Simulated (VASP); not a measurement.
WC: relaxation of cell and atoms with PBEsol

WC:

```xyz
2
Lattice="0.0000 2.3920 2.3920 2.3920 0.0000 2.3920 2.3920 2.3920 0.0000" Properties=species:S:1:pos:R:3 pbc="T T T"
W     0.0000    0.0000    0.0000
C     1.1960    1.1960    1.1960
```

```json
{"Program": "VASP 6.6.1", "Task": "relaxation of cell and atoms", "Functional": "PBEsol", "Potentials or basis": "VASP PAW PBE potentials, release 64 (W_sv, C)", "Cutoff": "600 eV", "k mesh": "8 × 8 × 8", "Occupations": "gaussian, width 0.1 eV", "Spin": "no spin polarisation", "Dipole correction": "no", "Further INCAR settings": "ALGO = Normal; EDIFF = 1e-07; IBRION = 2; EDIFFG = -0.05; NSW = 100; ISIF = 3"}
```

```yaml
Relaxed_volume: 12.70 Å³/atom
Relaxed_cell: a = 3.300 Å, b = 3.300 Å, c = 3.300 Å, α = 60.00°, β = 60.00°, γ = 60.00°
Space_group_after_relaxing_to_0.05_Å: F-43m (No. 216)
Energy_gained_by_relaxing: 59.4 meV/atom
Ionic_steps: 4
Pressure_after_relaxing: -0.2 GPa
Band_gap_on_the_k_mesh: zero (band 9 reaches 9.82 eV, above the bottom of band 10 at 8.73 eV)
```

Step by step:
```csv
step,energy change (eV),largest force (eV/Å),pressure (GPa),volume (Å³)
1,0.0000,0.0000,-17.95,27.37
2,0.4738,0.0000,59.31,21.74
3,-0.1184,0.0000,-1.12,25.49
4,-0.1188,0.0000,-0.19,25.40
```

Final structure:
```cif
data_structure
_symmetry_space_group_name_H-M 'P 1'
_symmetry_Int_Tables_number 1
_cell_length_a 3.2997
_cell_length_b 3.2997
_cell_length_c 3.2997
_cell_angle_alpha 60.000
_cell_angle_beta 60.000
_cell_angle_gamma 60.000
_cell_volume 25.40
loop_
_atom_site_label
_atom_site_type_symbol
_atom_site_fract_x
_atom_site_fract_y
_atom_site_fract_z
_atom_site_occupancy
W1 W 0.00000 0.00000 0.00000 1
C1 C 0.25000 0.25000 0.25000 1
```

Levels at points of the mesh, in eV from the Fermi level:
```csv
k point,band 6,band 7,band 8,band 9,band 10,band 11,band 12,band 13
"(0.00, 0.00, 0.00)",-5.75,-5.75,-5.75,-0.06,-0.06,2.73,7.66,7.66
"(0.50, 0.00, 0.00)",-5.67,-5.04,-5.04,0.82,0.82,1.20,5.11,5.11
"(0.50, 0.50, 0.00)",-7.52,-2.71,-2.71,-2.19,1.56,1.84,2.80,2.80
```

Wall time 56 s on 1 thread of Intel(R) Xeon(R) Platinum 8375C CPU @ 2.90GHz (Ice Lake), on a shared host, peak memory 0.17 GiB.

Caveat: the PAW data sets were made with another functional, which shifts forces and pressure a little; spin-orbit coupling is left out, which moves the levels of the heavy elements.
